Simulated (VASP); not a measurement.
# CoO in VASP: notebook

Runs on CoO. Level: PBEsol. Tasks: electric field gradients.

Program: VASP 6.6.1. These are calculated values, not measurements. Logs are shortened: lines on timing, memory, paths and dates and some standing lists are left out, and cuts for length are marked.

### Step 1. The cell of the first run

Symmetry: I4/mmm, No. 139, tetragonal system. Conventional cell: a = 3.014 Å, b = 3.014 Å, c = 4.178 Å, α = 90.00°, β = 90.00°, γ = 90.00°. Co (site symmetry 4/mmm) has 6 O at 2.09 to 2.13 Å within 2.8 Å. Within 2.8 Å of O (site symmetry 4/mmm) lie 6 Co at 2.09 to 2.13 Å.

### Step 2. Electric field gradients, PBEsol, collinear spin, ferromagnetic start (zz strain of -2 %)

File INCAR:

```
PREC = Accurate
ENCUT = 520
EDIFF = 1E-8
ISMEAR = -1
SIGMA = 0.05
LREAL = F
LASPH = T
NELM = 200
ALGO = Normal
ISIF = 2
LWAVE = F
LCHARG = F
ISPIN = 2
MAGMOM = 2 0
LORBIT = 11
LMAXMIX = 4
GGA = PS
LEFG = T
NBANDS = 18
GGA_COMPAT = F
```

File KPOINTS:

```
Automatic mesh
0
Gamma
  16 16 16
```

File POSCAR:

```
CoO
1.0
    0.0000000000      2.1315000000      2.0888700000
    2.1315000000      0.0000000000      2.0888700000
    2.1315000000      2.1315000000      0.0000000000
Co O
1 1
Direct
    0.0000000000      0.0000000000      0.0000000000
    0.5000000000      0.5000000000      0.5000000000
```

Potentials or basis: VASP PAW PBE potentials, release 64 (Co, O).

Run with:

```bash
$ cat potpaw_PBE.64/Co/POTCAR potpaw_PBE.64/O/POTCAR > POTCAR
$ mpirun -np 1 vasp_std > vasp.out
```

OUTCAR:

```text
PREC = Accurate
   ENCUT = 520
   EDIFF = 1E-8
   ISMEAR = -1
   LREAL = F
   LASPH = T
   NELM = 200
   ISIF = 2
   ISPIN = 2
   LORBIT = 11
   GGA = PS

 ion  position               nearest neighbor table
   1  0.000  0.000  0.000-   2 2.09   2 2.09   2 2.13   2 2.13   2 2.13   2 2.13
   2  0.500  0.500  0.500-   1 2.09   1 2.09   1 2.13   1 2.13   1 2.13   1 2.13

  LATTYP: Found a body centered tetragonal cell.
 ALAT       =     3.0143962082
 C/A-ratio  =     1.3859292911

  Lattice vectors:

 A1 = (   0.0000000000,  -2.1315000000,  -2.0888700000)
 A2 = (   0.0000000000,   2.1315000000,  -2.0888700000)
 A3 = (   2.1315000000,   0.0000000000,   2.0888700000)

Analysis of symmetry for initial positions (statically):
=====================================================================
 Subroutine PRICEL returns:
 Original cell was already a primitive cell.

 Routine SETGRP: Setting up the symmetry group for a
 body centered tetragonal supercell.

 Subroutine GETGRP returns: Found 16 space group operations
 (whereof 16 operations were pure point group operations)
 out of a pool of 16 trial point group operations.

The static configuration has the point symmetry D_4h.

Analysis of symmetry for dynamics (positions and initial velocities):
=====================================================================
 Subroutine PRICEL returns:
 Original cell was already a primitive cell.

 Routine SETGRP: Setting up the symmetry group for a
 body centered tetragonal supercell.

 Subroutine GETGRP returns: Found 16 space group operations
 (whereof 16 operations were pure point group operations)
 out of a pool of 16 trial point group operations.

The dynamic configuration has the point symmetry D_4h.

Analysis of structural, dynamic, and magnetic symmetry:
=====================================================================
 Subroutine PRICEL returns:
 Original cell was already a primitive cell.

 Routine SETGRP: Setting up the symmetry group for a
 body centered tetragonal supercell.

 Subroutine GETGRP returns: Found 16 space group operations
 (whereof 16 operations were pure point group operations)
 out of a pool of 16 trial point group operations.

The overall configuration has the point symmetry D_4h.

 Subroutine INISYM returns: Found 16 space group operations
 (whereof 16 operations are pure point group operations),
 and found     1 'primitive' translations

----------------------------------------------------------------------------------------

                                     Primitive cell

  volume of cell :      18.9807

  direct lattice vectors                    reciprocal lattice vectors
     0.000000000  2.131500000  2.088870000    -0.234576589  0.234576589  0.239363867
     2.131500000  0.000000000  2.088870000     0.234576589 -0.234576589  0.239363867
     2.131500000  2.131500000  0.000000000     0.234576589  0.234576589 -0.239363867

  length of vectors
     2.984404484  2.984404484  3.014396208     0.409081182  0.409081182  0.409081182

  position of ions in fractional coordinates (direct lattice)
     0.000000000  0.000000000  0.000000000
     0.500000000  0.500000000  0.500000000

  ion indices of the primitive-cell ions
   primitive index   ion index
                 1           1
                 2           2

----------------------------------------------------------------------------------------

 KPOINTS: Automatic mesh

Automatic generation of k-mesh.
 Grid dimensions read from file:
 generate k-points for:   16   16   16

 Generating k-lattice:

[... 53 lines left out ...]
   ISTART =      0    job   : 0-new  1-cont  2-samecut
   ICHARG =      2    charge: 1-file 2-atom 10-const
   ISPIN  =      2    spin polarized calculation?
   LNONCOLLINEAR =      F non collinear calculations
   LSORBIT =      F    spin-orbit coupling
   LASPH  =      T    aspherical Exc in radial PAW
   ENCUT  =  520.0 eV  38.22 Ry    6.18 a.u.   5.55  5.55  5.60*2*pi/ulx,y,z
   NELM   =    200;   NELMIN=  2; NELMDL= -5     # of ELM steps
   EDIFF  = 0.1E-07   stopping-criterion for ELM
   LREAL  =      F    real-space projection
   EDIFFG = 0.1E-06   stopping-criterion for IOM
   NSW    =      0    number of steps for IOM
   IBRION =     -1    ionic relax: 0-MD 1-quasi-New 2-CG
   NFREE  =      0    steps in history (QN), initial steepest desc. (CG)
   ISIF   =      2    stress and relaxation
   ISYM   =      2    0-nonsym 1-usesym 2-fastsym
   POTIM  = 0.5000    time-step for ionic-motion
   TEBEG  =    0.0;   TEEND  =   0.0 temperature during run
   PSTRESS=    0.0 pullay stress
   NELECT =      15.0000    total number of electrons
   NUPDOWN=      -1.0000    fix difference up-down
   EMIN   =  10.00;   EMAX   =-10.00  energy-range for DOS
   EFERMI =   0.00;   METHOD = LEGACY
   ISMEAR =    -1;   SIGMA  =   0.05  broadening in eV -4-tet -1-fermi 0-gaus
   EFERMI_NEDOS =   21; number of points for ismear=-14 and -15
   IALGO  =     38    algorithm
   IMIX   =      4    mixing-type and parameters
     AMIX     =   0.40;   BMIX     =  1.00
     AMIX_MAG =   1.60;   BMIX_MAG =  1.00
  volume/ion in A,a.u.               =       9.49        64.04
  Fermi-wavevector in a.u.,A,eV,Ry     =   1.513566  2.860224 31.169322  2.290881
  Thomas-Fermi vector in A             =   2.623340
   LORBIT       =     11    0 simple, 1 ext, 2 COOP (PROOUT), +10 PAW based schemes
   GGA     = PS    functional components
   LHFCALC =     F    Hartree Fock is set to
   AEXX    =    0.0000 exact exchange contribution
   IVDW    =     0    specifies the selected vdW correction
   LEPSILON=     F    determine dielectric tensor
   LRPA    =     F    only Hartree local field effects (RPA)
 spin polarized calculation
  energy-cutoff  :      520.00
  volume of cell :       18.98
 maximum number of plane-waves:       533
 NGX is ok and might be reduce to    24
   NGX = 11   NGY = 11   NGZ = 11

 number of electron      15.0000003 magnetization       2.8859671

 Free energy of the ion-electron system (eV)
  ---------------------------------------------------
  ext. energy  EPLUGINS =         0.00000000
  ---------------------------------------------------
  free energy    TOTEN  =       -13.98056795 eV

  energy without entropy =      -13.94707740  energy(sigma->0) =      -13.96382267

 E-fermi :   8.0781     XC(G=0): -12.7638

 val. band max:        8.0777079237   @ k =   0.4375   0.1875   0.0000
 cond. band min:       8.0785329979   @ k =   0.5000   0.0000   0.2500
 fundamental gap:      0.0008250742
 Fermi energy:         8.0781283256

 spin component 1

 k-point     1 :       0.0000    0.0000    0.0000
  band No.  band energies     occupation
      1     -12.3223      1.00000
      2       4.7294      1.00000
      3       4.7917      1.00000
      4       4.7917      1.00000
      5       4.7932      1.00000
      6       4.7970      1.00000
[... 493 lines left out ...]
     17      31.5530      0.00000
     18      34.3241      0.00000

 [... further k-points ...]

 spin component 2

 k-point     1 :       0.0000    0.0000    0.0000
  band No.  band energies     occupation
      1     -11.7981      1.00000
      2       5.3022      1.00000
      3       5.3980      1.00000
      4       5.3980      1.00000
      5       6.9032      1.00000
      6       6.9033      1.00000
[... 493 lines left out ...]
     17      32.4122      0.00000
     18      35.1476      0.00000

 [... further k-points ...]
[... 5 lines left out ...]
  --------------------------------------------------------------------------------------
  -------------------------------------------------------------------------------------
  Total       -0.9917729     -0.9917729     -0.9347139      0.0000000      0.0000000     -0.0000000
  in kB      -83.7164350    -83.7164350    -78.9000362      0.0000000      0.0000000     -0.0000000
  external PRESSURE =     -82.1109687 kB  Pullay stress =       0.0000000 kB

 VOLUME and BASIS-vectors are now :
 -----------------------------------------------------------------------------
  energy-cutoff  :      520.00
  volume of cell :       18.98
      direct lattice vectors                 reciprocal lattice vectors
     0.000000000  2.131500000  2.088870000    -0.234576589  0.234576589  0.239363867
     2.131500000  0.000000000  2.088870000     0.234576589 -0.234576589  0.239363867
     2.131500000  2.131500000  0.000000000     0.234576589  0.234576589 -0.239363867

 POSITION                                       TOTAL-FORCE (eV/Angst)
 -----------------------------------------------------------------------------------
      0.00000      0.00000      0.00000        -0.000000      0.000000     -0.000000
      2.13150      2.13150      2.08887         0.000000     -0.000000      0.000000
 -----------------------------------------------------------------------------------
    total drift:                                0.000000     -0.000000     -0.000000

  FREE ENERGIE OF THE ION-ELECTRON SYSTEM (eV)
  ---------------------------------------------------
  free  energy   TOTEN  =       -13.9805679474 eV

  energy  without entropy=      -13.9470774019  energy(sigma->0) =      -13.96382267

 Electric field gradients (V/A^2)
---------------------------------------------------------------------
 ion       V_xx      V_yy      V_zz      V_xy      V_xz      V_yz
---------------------------------------------------------------------
   1      -2.095    -2.095     4.190     0.001     0.002     0.002
   2      -1.196    -1.196     2.392    -0.001    -0.002    -0.002
---------------------------------------------------------------------

 Electric field gradients after diagonalization (V/A^2)
 (convention: |V_zz| > |V_xx| > |V_yy|)
----------------------------------------------------------------------
 ion       V_xx      V_yy      V_zz     asymmetry (V_yy - V_xx)/ V_zz
----------------------------------------------------------------------
   1      -2.096    -2.094     4.190       0.000
   2      -1.197    -1.195     2.392       0.001
----------------------------------------------------------------------

           NMR quadrupolar parameters

 Cq : quadrupolar parameter    Cq=e*Q*V_zz/h
 eta: asymmetry parameters     (V_yy - V_xx)/ V_zz
 Q  : nuclear electric quadrupole moment in mb (millibarn)
----------------------------------------------------------------------
 ion       Cq(MHz)       eta       Q (mb)
----------------------------------------------------------------------
   1       0.010       0.000       1.000
   2       0.006       0.001       1.000
----------------------------------------------------------------------

 total charge

# of ion       s       p       d       tot
------------------------------------------
    1        0.303   0.374   7.160   7.836
    2        1.551   3.407   0.000   4.958
--------------------------------------------------
tot          1.853   3.780   7.160  12.794

 magnetization (x)

# of ion       s       p       d       tot
------------------------------------------
    1        0.020   0.018   2.491   2.529
    2        0.030   0.276   0.000   0.305
--------------------------------------------------
tot          0.050   0.293   2.491   2.834
```

Run time: 9.2 min. Hardware: 1 thread of AMD EPYC 7R43 (Zen 3), shared host; peak memory 0.25 GiB.

What came out:

- Free energy: -13.9806 eV
- Pressure: -8.2 GPa
- Net moment: 2.89 μB per cell
- Site moments: Co +2.53; O +0.30 μB
- Largest electric field gradient by atom: Co +4.2; O +2.4 V/Å²
- Valence electrons inside the program's atomic spheres: Co 7.84; O 4.96

Electric field gradients, principal values (V/Å²):
```tsv
atom	least	middle	greatest (by size)
1 Co	-2.094	-2.096	4.190
2 O	-1.195	-1.197	2.392
```

Caveat: the cell differs from its parent crystal (zz strain of -2 %); the cell stands under tension; without QUAD_EFG the Cq values of the log hold for a quadrupole moment of 1 mb, not for the nuclei; the PAW data sets were made with another functional, which shifts forces and pressure a little; a cell with one magnetic atom can't hold antiferromagnetic order, which such compounds often take; semilocal functionals often make such compounds metallic where correlation or magnetic order opens a gap, which also shifts bond lengths.

### Step 3. Electric field gradients, PBEsol, collinear spin, ferromagnetic start (equal xy, yz and zx shear strains of -1 %)

File INCAR:

```
ALGO     = Normal         # electronic algorithm
EDIFF    = 1E-8           # SCF threshold, eV
ENCUT    = 520            # plane-wave cutoff, eV
GGA      = PS             # functional
ISIF     = 2              # what is computed and relaxed
ISMEAR   = -1             # smearing method
ISPIN    = 2              # spin polarisation
LASPH    = T              # aspherical terms in the spheres
LCHARG   = F              # write CHGCAR
LEFG     = T            
LMAXMIX  = 4              # l up to which the mixer works
LORBIT   = 11             # projections on sites
LREAL    = F              # projectors in reciprocal space
LWAVE    = F              # write WAVECAR
MAGMOM   = 2 0            # initial moments
NBANDS   = 18             # bands
NELM     = 150            # most SCF steps
PREC     = Accurate       # precision mode
SIGMA    = 0.05           # smearing width, eV
```

File KPOINTS:

```
k-points
0
Gamma
  16 16 16
```

File POSCAR:

```
CoO
1.0
   -0.0213150000      2.1208425000      2.1208425000
    2.1208425000     -0.0213150000      2.1208425000
    2.1208425000      2.1208425000     -0.0213150000
Co O
1 1
Direct
    0.0000000000      0.0000000000      0.0000000000
    0.5000000000      0.5000000000      0.5000000000
```

Potentials or basis: VASP PAW PBE potentials, release 64 (Co, O).

Run with:

```bash
$ cat potpaw_PBE.64/Co/POTCAR potpaw_PBE.64/O/POTCAR > POTCAR
$ mpirun -np 1 vasp_std > vasp.out
```

OUTCAR:

```text
EDIFF = 1E-8
   ENCUT = 520
   GGA = PS
   ISIF = 2
   ISMEAR = -1
   ISPIN = 2
   LASPH = T
   LORBIT = 11
   LREAL = F
   NELM = 150
   PREC = Accurate

 ion  position               nearest neighbor table
   1  0.000  0.000  0.000-   2 2.13   2 2.13   2 2.13   2 2.13   2 2.13   2 2.13
   2  0.500  0.500  0.500-   1 2.13   1 2.13   1 2.13   1 2.13   1 2.13   1 2.13

  LATTYP: Found a trigonal (rhomboedric) cell.
 ALAT       =     2.9993999648
 COS(alpha) =     0.4899250057

  Lattice vectors:

 A1 = (  -0.0213150000,   2.1208425000,   2.1208425000)
 A2 = (   2.1208425000,  -0.0213150000,   2.1208425000)
 A3 = (   2.1208425000,   2.1208425000,  -0.0213150000)

Analysis of symmetry for initial positions (statically):
=====================================================================
 Subroutine PRICEL returns:
 Original cell was already a primitive cell.
[... 1229 lines left out ...]
 -----------------------------------------------------------------------------------
    total drift:                                0.000000     -0.000000     -0.000000

  FREE ENERGIE OF THE ION-ELECTRON SYSTEM (eV)
  ---------------------------------------------------
  free  energy   TOTEN  =       -13.9583278140 eV

  energy  without entropy=      -13.9255733666  energy(sigma->0) =      -13.94195059

 Electric field gradients (V/A^2)
---------------------------------------------------------------------
 ion       V_xx      V_yy      V_zz      V_xy      V_xz      V_yz
---------------------------------------------------------------------
   1      -0.000    -0.000     0.000    -0.936    -0.936    -0.936
   2      -0.000    -0.000     0.000    -1.436    -1.436    -1.436
---------------------------------------------------------------------

 Electric field gradients after diagonalization (V/A^2)
 (convention: |V_zz| > |V_xx| > |V_yy|)
----------------------------------------------------------------------
 ion       V_xx      V_yy      V_zz     asymmetry (V_yy - V_xx)/ V_zz
----------------------------------------------------------------------
   1       0.936     0.936    -1.872       0.000
   2       1.436     1.436    -2.873       0.000
----------------------------------------------------------------------

           NMR quadrupolar parameters

 Cq : quadrupolar parameter    Cq=e*Q*V_zz/h
 eta: asymmetry parameters     (V_yy - V_xx)/ V_zz
 Q  : nuclear electric quadrupole moment in mb (millibarn)
----------------------------------------------------------------------
 ion       Cq(MHz)       eta       Q (mb)
----------------------------------------------------------------------
   1      -0.005       0.000       1.000
   2      -0.007       0.000       1.000
----------------------------------------------------------------------

 total charge

# of ion       s       p       d       tot
------------------------------------------
    1        0.297   0.360   7.141   7.797
    2        1.550   3.399   0.000   4.949
--------------------------------------------------
tot          1.847   3.758   7.141  12.746

 magnetization (x)

# of ion       s       p       d       tot
------------------------------------------
    1        0.020   0.017   2.534   2.571
    2        0.029   0.290   0.000   0.319
--------------------------------------------------
tot          0.049   0.307   2.534   2.890
```

OSZICAR:

```text
N       E                     dE             d eps       ncg     rms          rms(c)
DAV:   1     0.758932024494E+02    0.75893E+02   -0.65632E+03 31194   0.958E+02
DAV:   2    -0.115117170800E+02   -0.87405E+02   -0.75507E+02 31652   0.220E+02
DAV:   3    -0.162479804692E+02   -0.47363E+01   -0.45680E+01 34770   0.543E+01
DAV:   4    -0.162976320549E+02   -0.49652E-01   -0.49599E-01 36756   0.530E+00
DAV:   5    -0.162987841854E+02   -0.11521E-02   -0.11519E-02 37108   0.807E-01    0.162E+01
DAV:   6    -0.153824060411E+02    0.91638E+00   -0.16747E+01 37906   0.616E+01    0.202E+01
DAV:   7    -0.140745824701E+02    0.13078E+01   -0.76417E+00 37098   0.479E+01    0.807E+00
DAV:   8    -0.139766865808E+02    0.97896E-01   -0.39505E-01 43416   0.970E+00    0.403E+00
DAV:   9    -0.139761510180E+02    0.53556E-03   -0.26444E-01 44308   0.845E+00    0.288E+00
DAV:  10    -0.139617633340E+02    0.14388E-01   -0.77671E-02 44408   0.530E+00    0.739E-01
DAV:  11    -0.139585745476E+02    0.31888E-02   -0.29404E-02 42452   0.255E+00    0.384E-01
DAV:  12    -0.139583693791E+02    0.20517E-03   -0.28385E-03 42544   0.656E-01    0.102E-01
DAV:  13    -0.139583643915E+02    0.49876E-05   -0.14892E-04 34780   0.102E-01    0.103E-01
DAV:  14    -0.139583280160E+02    0.36375E-04   -0.52569E-05 46038   0.102E-01    0.290E-02
DAV:  15    -0.139583289948E+02   -0.97874E-06   -0.60541E-06 42832   0.280E-02    0.213E-02
DAV:  16    -0.139583276281E+02    0.13667E-05   -0.40671E-06 44156   0.312E-02    0.609E-03
DAV:  17    -0.139583278137E+02   -0.18560E-06   -0.11727E-06 43980   0.121E-02    0.196E-03
DAV:  18    -0.139583278140E+02   -0.35084E-09   -0.67481E-08 42108   0.311E-03
   1 F= -.13958328E+02 E0= -.13941951E+02  d E =-.327544E-01  mag=     2.9443
```

It took 3.7 min on 1 thread of Intel Xeon Platinum 8259CL at 2.50GHz (Skylake/Cascade Lake), shared host; peak memory 0.33 GiB.

What came out:

```yaml
Free_energy: -13.9583 eV
Pressure: -11.2 GPa
Net_moment: 2.94 μB per cell
Site_moments: Co +2.57; O +0.32 μB
Largest_electric_field_gradient_by_atom: Co -1.9; O -2.9 V/Å²
Valence_electrons_inside_the_program's_atomic_spheres: Co 7.80; O 4.95
```

Stress tensor (GPa, compression positive):
```
-11.25  -0.16  -0.16
 -0.16 -11.25  -0.16
 -0.16  -0.16 -11.25
```

Electric field gradients, principal values (V/Å²):
```tsv
atom	least	middle	greatest (by size)
1 Co	0.936	0.936	-1.872
2 O	1.436	1.436	-2.873
```

Caveat: the cell differs from its parent crystal (equal xy, yz and zx shear strains of -1 %); the cell stands under tension; without QUAD_EFG the Cq values of the log hold for a quadrupole moment of 1 mb, not for the nuclei; the PAW data sets were made with another functional, which shifts forces and pressure a little; a cell with one magnetic atom can't hold antiferromagnetic order, which such compounds often take; semilocal functionals often make such compounds metallic where correlation or magnetic order opens a gap, which also shifts bond lengths.

(Part 1 of 2 ends here.)
